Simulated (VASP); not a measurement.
# P (Cmce) in VASP: a series of runs, part 2 of 2

VASP 6.6.1. Earlier steps stand in the parts before.

## 4. Single point, LDA

This run uses another cell than the first one, of 20.46 Å³/atom, 0.962 times its volume.

The input, INCAR:

```
SYSTEM = P
  PREC = Accurate
  ENCUT = 520
  EDIFF = 1E-7
  ISMEAR = -1
  SIGMA = 0.05
  LREAL = .False.
  LASPH = .True.
  NELM = 80
  ALGO = Normal
  ISIF = 2
  LWAVE = .False.
  LCHARG = .False.
  NBANDS = 18
```

The input, KPOINTS:

```
regular mesh
0
Gamma
  5 5 4
  0 0 0
```

The input, POSCAR:

```
P
1.0
    1.6477431241     -5.4650377251      0.0000000000
    1.6477431241      5.4650377251      0.0000000000
    0.0000000000      0.0000000000      4.5436355900
P
4
Direct
    0.9041431300      0.0958568700      0.5888151700
    0.0958568700      0.9041431300      0.4111848300
    0.5958568700      0.4041431300      0.0888151700
    0.4041431300      0.5958568700      0.9111848300
```

Potentials or basis: VASP PAW LDA potentials, release 64 (P).

Command:

```bash
$ cat potpaw_LDA.64/P/POTCAR > POTCAR
$ mpirun -np 1 vasp_std > vasp.out
```

OUTCAR:

```text
SYSTEM = P
   PREC = Accurate
   ENCUT = 520
   EDIFF = 1E-7
   ISMEAR = -1
   LREAL = .False.
   LASPH = .True.
   NELM = 80
   ISIF = 2

 ion  position               nearest neighbor table
   1  0.904  0.096  0.589-   4 2.20   4 2.20   2 2.25
   2  0.096  0.904  0.411-   3 2.20   3 2.20   1 2.25
   3  0.596  0.404  0.089-   2 2.20   2 2.20   4 2.25
   4  0.404  0.596  0.911-   1 2.20   1 2.20   3 2.25

  LATTYP: Found a base centered orthorhombic cell.
 ALAT       =     3.2954862482
 B/A-ratio  =     3.3166806435
[... 696 lines left out ...]
     18      11.5856      0.00000

 [... further k-points ...]
[... 5 lines left out ...]
  --------------------------------------------------------------------------------------
  -------------------------------------------------------------------------------------
  Total       -1.0870618     -1.0849022     -1.2801813      0.0000000      0.0000000      0.0000000
  in kB      -21.2837752    -21.2414915    -25.0648958      0.0000000      0.0000000      0.0000000
  external PRESSURE =     -22.5300542 kB  Pullay stress =       0.0000000 kB

 VOLUME and BASIS-vectors are now :
 -----------------------------------------------------------------------------
  energy-cutoff  :      520.00
  volume of cell :       81.83
      direct lattice vectors                 reciprocal lattice vectors
     1.647743124 -5.465037725  0.000000000     0.303445357 -0.091490677  0.000000000
     1.647743124  5.465037725  0.000000000     0.303445357  0.091490677  0.000000000
     0.000000000  0.000000000  4.543635590     0.000000000  0.000000000  0.220088073

 POSITION                                       TOTAL-FORCE (eV/Angst)
 -----------------------------------------------------------------------------------
      1.64774     -4.41731      2.67536         0.000000      0.001807     -0.161638
      1.64774      4.41731      1.86827         0.000000     -0.001807      0.161638
      1.64774     -1.04772      0.40354         0.000000     -0.001807     -0.161638
      1.64774      1.04772      4.14009         0.000000      0.001807      0.161638
 -----------------------------------------------------------------------------------
    total drift:                               -0.000000     -0.000000      0.000000

  FREE ENERGIE OF THE ION-ELECTRON SYSTEM (eV)
  ---------------------------------------------------
  free  energy   TOTEN  =       -23.9457517441 eV

  energy  without entropy=      -23.9451501294  energy(sigma->0) =      -23.94545094
```

It took 26 s on 1 thread of Intel Xeon Platinum 8559C (Emerald Rapids), shared host; peak memory 0.19 GiB.

Results:

* Free energy: -23.9458 eV
* Pressure: -2.3 GPa
* Largest force: 0.162 eV/Å
* Band gap on the k mesh: 0.35 eV, direct

Forces in eV/Å, atoms in the order of the input:
```
P    0.000  0.002 -0.162
P    0.000 -0.002  0.162
P    0.000 -0.002 -0.162
P    0.000  0.002  0.162
```

## 5. Single point, RPBE

This run uses another cell than the first one, of 20.46 Å³/atom, 0.962 times its volume.

The input, INCAR:

```
SYSTEM = P
ALGO = Normal
EDIFF = 1E-6
ENCUT = 520
GGA = RP
ISIF = 2
ISMEAR = -1
LASPH = .True.
LCHARG = .True.
LELF = .True.
LREAL = .False.
LVHAR = .True.
LWAVE = .False.
NBANDS = 18
NELM = 60
PREC = Accurate
SIGMA = 0.05
```

The input, KPOINTS:

```
k-points
0
Gamma
  5 5 4
  0 0 0
```

POSCAR is that of step 4.

Potentials or basis: VASP PAW PBE potentials, release 64 (P).

Command:

```bash
$ cat potpaw_PBE.64/P/POTCAR > POTCAR
$ mpirun -np 1 vasp_std > vasp.out
```

OUTCAR:

```text
SYSTEM = P
   EDIFF = 1E-6
   ENCUT = 520
   GGA = RP
   ISIF = 2
   ISMEAR = -1
   LASPH = .True.
   LREAL = .False.
   NELM = 60
   PREC = Accurate

 ion  position               nearest neighbor table
   1  0.904  0.096  0.589-   4 2.20   4 2.20   2 2.25
   2  0.096  0.904  0.411-   3 2.20   3 2.20   1 2.25
   3  0.596  0.404  0.089-   2 2.20   2 2.20   4 2.25
   4  0.404  0.596  0.911-   1 2.20   1 2.20   3 2.25

  LATTYP: Found a base centered orthorhombic cell.
 ALAT       =     3.2954862482
 B/A-ratio  =     3.3166806435
 C/A-ratio  =     1.3787451222

  Lattice vectors:

 A1 = (   1.6477431241,  -5.4650377251,   0.0000000000)
 A2 = (   1.6477431241,   5.4650377251,   0.0000000000)
 A3 = (   0.0000000000,   0.0000000000,   4.5436355900)

Analysis of symmetry for initial positions (statically):
=====================================================================
 Subroutine PRICEL returns:
 Original cell was already a primitive cell.

 Routine SETGRP: Setting up the symmetry group for a
 base centered orthorhombic supercell.

 Subroutine GETGRP returns: Found  8 space group operations
 (whereof  4 operations were pure point group operations)
 out of a pool of  8 trial point group operations.

The static configuration has the point symmetry C_2h.
 The point group associated with its full space group is D_2h.

Analysis of symmetry for dynamics (positions and initial velocities):
=====================================================================
 Subroutine PRICEL returns:
 Original cell was already a primitive cell.

 Routine SETGRP: Setting up the symmetry group for a
 base centered orthorhombic supercell.

 Subroutine GETGRP returns: Found  8 space group operations
 (whereof  4 operations were pure point group operations)
 out of a pool of  8 trial point group operations.

The dynamic configuration has the point symmetry C_2h.
 The point group associated with its full space group is D_2h.

 Subroutine INISYM returns: Found  8 space group operations
 (whereof  4 operations are pure point group operations),
 and found     1 'primitive' translations

----------------------------------------------------------------------------------------

                                     Primitive cell

  volume of cell :      81.8307

  direct lattice vectors                    reciprocal lattice vectors
     1.647743124 -5.465037725  0.000000000     0.303445357 -0.091490677  0.000000000
     1.647743124  5.465037725  0.000000000     0.303445357  0.091490677  0.000000000
     0.000000000  0.000000000  4.543635590     0.000000000  0.000000000  0.220088073

  length of vectors
     5.708037731  5.708037731  4.543635590     0.316937894  0.316937894  0.220088073

  position of ions in fractional coordinates (direct lattice)
     0.904143130  0.095856870  0.588815170
     0.095856870  0.904143130  0.411184830
     0.595856870  0.404143130  0.088815170
     0.404143130  0.595856870  0.911184830

  ion indices of the primitive-cell ions
   primitive index   ion index
                 1           1
                 2           2
                 3           3
                 4           4

----------------------------------------------------------------------------------------

 KPOINTS: k-points

Automatic generation of k-mesh.
 Grid dimensions read from file:
 generate k-points for:    5    5    4

 Generating k-lattice:

  Cartesian coordinates                     Fractional coordinates (reciprocal lattice)
     0.060689071 -0.018298135  0.000000000     0.200000000 -0.000000000  0.000000000
     0.060689071  0.018298135  0.000000000    -0.000000000  0.200000000  0.000000000
     0.000000000  0.000000000  0.055022018     0.000000000  0.000000000  0.250000000

  Length of vectors
     0.063387579  0.063387579  0.055022018

  Shift w.r.t. Gamma in fractional coordinates (k-lattice)
     0.000000000  0.000000000  0.000000000

 Subroutine IBZKPT returns following result:
 ===========================================

 Found     27 irreducible k-points:

 Following reciprocal coordinates:
            Coordinates               Weight
  0.000000  0.000000  0.000000      1.000000
  0.200000  0.000000  0.000000      4.000000
  0.400000  0.000000  0.000000      4.000000
  0.200000  0.200000  0.000000      2.000000
  0.400000  0.200000  0.000000      4.000000
 -0.400000  0.200000  0.000000      4.000000
[... 16 lines left out ...]
  0.400000  0.200000  0.500000      4.000000
 -0.400000  0.200000  0.500000      4.000000
 [... further k-points ...]
   k-points           NKPTS =     27   k-points in BZ     NKDIM =     27   number of bands    NBANDS=     18
   number of dos      NEDOS =    301   number of ions     NIONS =      4
   total plane-waves  NPLWV =  63504
   dimension x,y,z NGX =    42 NGY =   42 NGZ =   36
   dimension x,y,z NGXF=    84 NGYF=   84 NGZF=   72
   ions per type =               4
   NGX,Y,Z   is equivalent  to a cutoff of  12.23, 12.23, 13.17 a.u.
   NGXF,Y,Z  is equivalent  to a cutoff of  24.46, 24.46, 26.34 a.u.
 SYSTEM =  P
   PREC   = accura    normal or accurate (medium, high low for compatibility)
   ISTART =      0    job   : 0-new  1-cont  2-samecut
   ICHARG =      2    charge: 1-file 2-atom 10-const
   ISPIN  =      1    spin polarized calculation?
   LNONCOLLINEAR =      F non collinear calculations
   LSORBIT =      F    spin-orbit coupling
   LASPH  =      T    aspherical Exc in radial PAW
   ENCUT  =  520.0 eV  38.22 Ry    6.18 a.u.  10.61 10.61  8.45*2*pi/ulx,y,z
   NELM   =     60;   NELMIN=  2; NELMDL= -5     # of ELM steps
   EDIFF  = 0.1E-05   stopping-criterion for ELM
   LREAL  =      F    real-space projection
   EDIFFG = 0.1E-04   stopping-criterion for IOM
   NSW    =      0    number of steps for IOM
   IBRION =     -1    ionic relax: 0-MD 1-quasi-New 2-CG
   NFREE  =      0    steps in history (QN), initial steepest desc. (CG)
   ISIF   =      2    stress and relaxation
   ISYM   =      2    0-nonsym 1-usesym 2-fastsym
   POTIM  = 0.5000    time-step for ionic-motion
   TEBEG  =    0.0;   TEEND  =   0.0 temperature during run
   PSTRESS=    0.0 pullay stress
   NELECT =      20.0000    total number of electrons
   NUPDOWN=      -1.0000    fix difference up-down
   EMIN   =  10.00;   EMAX   =-10.00  energy-range for DOS
   EFERMI =   0.00;   METHOD = LEGACY
   ISMEAR =    -1;   SIGMA  =   0.05  broadening in eV -4-tet -1-fermi 0-gaus
   EFERMI_NEDOS =   21; number of points for ismear=-14 and -15
   IALGO  =     38    algorithm
   IMIX   =      4    mixing-type and parameters
     AMIX     =   0.40;   BMIX     =  1.00
     AMIX_MAG =   1.60;   BMIX_MAG =  1.00
  volume/ion in A,a.u.               =      20.46       138.06
  Fermi-wavevector in a.u.,A,eV,Ry     =   1.023559  1.934246 14.254450  1.047673
  Thomas-Fermi vector in A             =   2.157299
   LORBIT       =      0    0 simple, 1 ext, 2 COOP (PROOUT), +10 PAW based schemes
   GGA     = RP    functional components
   LHFCALC =     F    Hartree Fock is set to
   AEXX    =    0.0000 exact exchange contribution
   IVDW    =     0    specifies the selected vdW correction
   LEPSILON=     F    determine dielectric tensor
   LRPA    =     F    only Hartree local field effects (RPA)
 non-spin polarized calculation
  energy-cutoff  :      520.00
  volume of cell :       81.83
 maximum number of plane-waves:      2221
   NGX = 21   NGY = 21   NGZ = 17

 number of electron      20.0000004 magnetization

 Free energy of the ion-electron system (eV)
  ---------------------------------------------------
  ext. energy  EPLUGINS =         0.00000000
  ---------------------------------------------------
  free energy    TOTEN  =       -20.17156781 eV

  energy without entropy =      -20.17140837  energy(sigma->0) =      -20.17148809

 E-fermi :   6.0773     XC(G=0):  -9.2887

 val. band max:        5.8250276202   @ k =  -0.4000   0.4000   0.0000
 cond. band min:       6.3326643985   @ k =  -0.4000   0.4000   0.0000
 fundamental gap:      0.5076367783
 Fermi energy:         6.0772879245

 k-point     1 :       0.0000    0.0000    0.0000
  band No.  band energies     occupation
      1      -9.8470      2.00000
      2      -7.1080      2.00000
      3      -3.8310      2.00000
      4      -0.8008      2.00000
      5       0.9984      2.00000
      6       1.0747      2.00000
[... 10 lines left out ...]
     17      12.8930      0.00000
     18      13.3351      0.00000
[... 466 lines left out ...]
      2      -8.1730      2.00000
      3      -3.0864      2.00000
      4      -3.0864      2.00000
      5       0.2980      2.00000
      6       0.2980      2.00000
[... 10 lines left out ...]
     17      11.8840      0.00000
     18      11.8840      0.00000

 [... further k-points ...]
[... 5 lines left out ...]
  --------------------------------------------------------------------------------------
  -------------------------------------------------------------------------------------
  Total        2.0129815      1.5037260      1.6711561      0.0000000     -0.0000000      0.0000000
  in kB       39.4125198     29.4417158     32.7198604      0.0000000     -0.0000000      0.0000000
  external PRESSURE =      33.8580320 kB  Pullay stress =       0.0000000 kB

 VOLUME and BASIS-vectors are now :
 -----------------------------------------------------------------------------
  energy-cutoff  :      520.00
  volume of cell :       81.83
      direct lattice vectors                 reciprocal lattice vectors
     1.647743124 -5.465037725  0.000000000     0.303445357 -0.091490677  0.000000000
     1.647743124  5.465037725  0.000000000     0.303445357  0.091490677  0.000000000
     0.000000000  0.000000000  4.543635590     0.000000000  0.000000000  0.220088073

 POSITION                                       TOTAL-FORCE (eV/Angst)
 -----------------------------------------------------------------------------------
      1.64774     -4.41731      2.67536         0.000000      0.094228     -0.267088
      1.64774      4.41731      1.86827         0.000000     -0.094228      0.267088
      1.64774     -1.04772      0.40354         0.000000     -0.094228     -0.267088
      1.64774      1.04772      4.14009         0.000000      0.094228      0.267088
 -----------------------------------------------------------------------------------
    total drift:                               -0.000000     -0.000000     -0.000000

  FREE ENERGIE OF THE ION-ELECTRON SYSTEM (eV)
  ---------------------------------------------------
  free  energy   TOTEN  =       -20.1715678114 eV

  energy  without entropy=      -20.1714083706  energy(sigma->0) =      -20.17148809
```

OSZICAR:

```text
N       E                     dE             d eps       ncg     rms          rms(c)
DAV:   1     0.676086782021E+02    0.67609E+02   -0.84024E+03   972   0.944E+02
DAV:   2    -0.158770582650E+02   -0.83486E+02   -0.80308E+02  1258   0.158E+02
DAV:   3    -0.202419040969E+02   -0.43648E+01   -0.43316E+01  1310   0.363E+01
DAV:   4    -0.202927672133E+02   -0.50863E-01   -0.50811E-01  1266   0.463E+00
DAV:   5    -0.202937599861E+02   -0.99277E-03   -0.99265E-03  1228   0.628E-01    0.117E+01
DAV:   6    -0.202027246780E+02    0.91035E-01   -0.52436E-02  1192   0.125E+00    0.697E+00
DAV:   7    -0.201698175689E+02    0.32907E-01   -0.10449E-01  1126   0.182E+00    0.268E-01
DAV:   8    -0.201711308400E+02   -0.13133E-02   -0.12035E-02  1122   0.628E-01    0.175E-01
DAV:   9    -0.201713432216E+02   -0.21238E-03   -0.47979E-04  1276   0.133E-01    0.103E-01
DAV:  10    -0.201715257950E+02   -0.18257E-03   -0.19106E-04  1138   0.810E-02    0.383E-02
DAV:  11    -0.201715654179E+02   -0.39623E-04   -0.55985E-05  1182   0.483E-02    0.183E-02
DAV:  12    -0.201715678766E+02   -0.24588E-05   -0.30302E-06  1218   0.107E-02    0.628E-03
DAV:  13    -0.201715678114E+02    0.65248E-07   -0.75449E-07   630   0.525E-03
   1 F= -.20171568E+02 E0= -.20171488E+02  d E =-.159441E-03
```

Wall time 31 s (1 thread of Intel Xeon Platinum 8559C (Emerald Rapids), shared host); peak memory 0.22 GiB.

Results:

* Free energy: -20.1716 eV
* Pressure: 3.4 GPa
* Largest force: 0.283 eV/Å
* Band gap on the k mesh: 0.51 eV, direct

Forces in eV/Å, atoms in the order of the input:
```
P    0.000  0.094 -0.267
P    0.000 -0.094  0.267
P    0.000 -0.094 -0.267
P    0.000  0.094  0.267
```

Stress tensor (GPa, compression positive):
```
3.94 0.00 0.00
0.00 2.94 0.00
0.00 0.00 3.27
```

Caveat: the PAW data sets were made with another functional, which shifts forces and pressure a little. A k mesh can miss the band edges.

## 6. Single point, LDA

This run uses another cell than the first one, of 20.46 Å³/atom, 0.962 times its volume.

The input, INCAR:

```
PREC = Accurate
ENCUT = 520
EDIFF = 1E-6
ISMEAR = -1
SIGMA = 0.05
LREAL = False
LASPH = True
NELM = 80
ALGO = Normal
ISIF = 2
LWAVE = False
LCHARG = False
NBANDS = 18
```

The input, KPOINTS:

```
regular mesh
0
Gamma
  8 8 6
```

POSCAR: that of step 5 with these lines changed.

```diff
@@ -2,4 +2,4 @@
 1.0
-    1.6477431241     -5.4650377251      0.0000000000
-    1.6477431241      5.4650377251      0.0000000000
+    5.7080377311      0.0000000000      0.0000000000
+   -4.7567274802      3.1551922950      0.0000000000
     0.0000000000      0.0000000000      4.5436355900
```

Potentials or basis: VASP PAW LDA potentials, release 64 (P).

Command:

```bash
$ cat potpaw_LDA.64/P/POTCAR > POTCAR
$ mpirun -np 1 vasp_std > vasp.out
```

OUTCAR:

```text
PREC = Accurate
   ENCUT = 520
   EDIFF = 1E-6
   ISMEAR = -1
   LREAL = False
   LASPH = True
   NELM = 80
   ISIF = 2

 ion  position               nearest neighbor table
   1  0.904  0.096  0.589-   4 2.20   4 2.20   2 2.25
   2  0.096  0.904  0.411-   3 2.20   3 2.20   1 2.25
   3  0.596  0.404  0.089-   2 2.20   2 2.20   4 2.25
   4  0.404  0.596  0.911-   1 2.20   1 2.20   3 2.25

  LATTYP: Found a base centered orthorhombic cell.
 ALAT       =     3.2954862482
 B/A-ratio  =     3.3166806435
 C/A-ratio  =     1.3787451222

[... 694 lines left out ...]
     18      12.4623      0.00000

 [... further k-points ...]
[... 5 lines left out ...]
  --------------------------------------------------------------------------------------
  -------------------------------------------------------------------------------------
  Total       -0.9883985     -1.4698207     -1.1600483     -0.1596664      0.0000000      0.0000000
  in kB      -19.3520290    -28.7778787    -22.7127897     -3.1261375      0.0000000      0.0000000
  external PRESSURE =     -23.6142325 kB  Pullay stress =       0.0000000 kB

 VOLUME and BASIS-vectors are now :
 -----------------------------------------------------------------------------
  energy-cutoff  :      520.00
  volume of cell :       81.83
      direct lattice vectors                 reciprocal lattice vectors
     5.708037731  0.000000000  0.000000000     0.175191554  0.264116542  0.000000000
    -4.756727480  3.155192295  0.000000000     0.000000000  0.316937894  0.000000000
     0.000000000  0.000000000  4.543635590     0.000000000  0.000000000  0.220088073

 POSITION                                       TOTAL-FORCE (eV/Angst)
 -----------------------------------------------------------------------------------
      4.70492      0.30245      2.67536        -0.032404      0.009770     -0.153338
     -3.75361      2.85275      1.86827         0.032404     -0.009770      0.153338
      1.47877      1.27515      0.40354         0.032404     -0.009770     -0.153338
     -0.52746      1.88004      4.14009        -0.032404      0.009770      0.153338
 -----------------------------------------------------------------------------------
    total drift:                               -0.000000     -0.000000     -0.000000

  FREE ENERGIE OF THE ION-ELECTRON SYSTEM (eV)
  ---------------------------------------------------
  free  energy   TOTEN  =       -23.9812912995 eV

  energy  without entropy=      -23.9806177662  energy(sigma->0) =      -23.98095453
```

Run time: 84 s. Hardware: 1 thread of Intel Xeon 6975P-C (Granite Rapids), shared host; peak memory 0.23 GiB.

Results:

- Free energy: -23.9813 eV
- Pressure: -2.4 GPa
- Largest force: 0.157 eV/Å
- Band gap on the k mesh: 0.01 eV, direct

Forces on the atoms (eV/Å):
```
P   -0.032  0.010 -0.153
P    0.032 -0.010  0.153
P    0.032 -0.010 -0.153
P   -0.032  0.010  0.153
```

Stress tensor (GPa, compression positive):
```
-1.94 -0.31  0.00
-0.31 -2.88  0.00
 0.00  0.00 -2.27
```

## 7. Overview

| level | potentials or basis | cell | k mesh | gap on the mesh (eV) | pressure (GPa) | largest force (eV/Å) |
| --- | --- | --- | --- | --- | --- | --- |
| LDA | VASP PAW LDA potentials, release 64 (P) | a = 5.783, b = 5.783, c = 4.603 Å, angles 90.0, 90.0, 146.4°, 4 atoms | 8 × 8 × 6 | 0.05 | -4.9 | 0.21 |
| LDA | VASP PAW LDA potentials, release 64 (P) | a = 5.820, b = 5.820, c = 4.633 Å, angles 90.0, 90.0, 146.4°, 4 atoms | 8 × 8 × 6 | 0.09 | -5.9 | 0.34 |
| LDA | VASP PAW LDA potentials, release 64 (P) | a = 5.708, b = 5.708, c = 4.544 Å, angles 90.0, 90.0, 146.4°, 4 atoms | 5 × 5 × 4 | 0.35 | -2.3 | 0.16 |
| RPBE | VASP PAW PBE potentials, release 64 (P) | a = 5.708, b = 5.708, c = 4.544 Å, angles 90.0, 90.0, 146.4°, 4 atoms | 5 × 5 × 4 | 0.51 | 3.4 | 0.28 |
| LDA | VASP PAW LDA potentials, release 64 (P) | a = 5.708, b = 5.708, c = 4.544 Å, angles 90.0, 90.0, 146.4°, 4 atoms | 8 × 8 × 6 | 0.01 | -2.4 | 0.16 |

Alike in all rows: task single point; no spin polarisation; cutoff (eV) 520; smearing fermi-dirac 0.05 eV.

Caveats: the PAW data sets were made with another functional, which shifts forces and pressure a little (some runs).

Absolute energies hang on the potentials; compare differences alone.
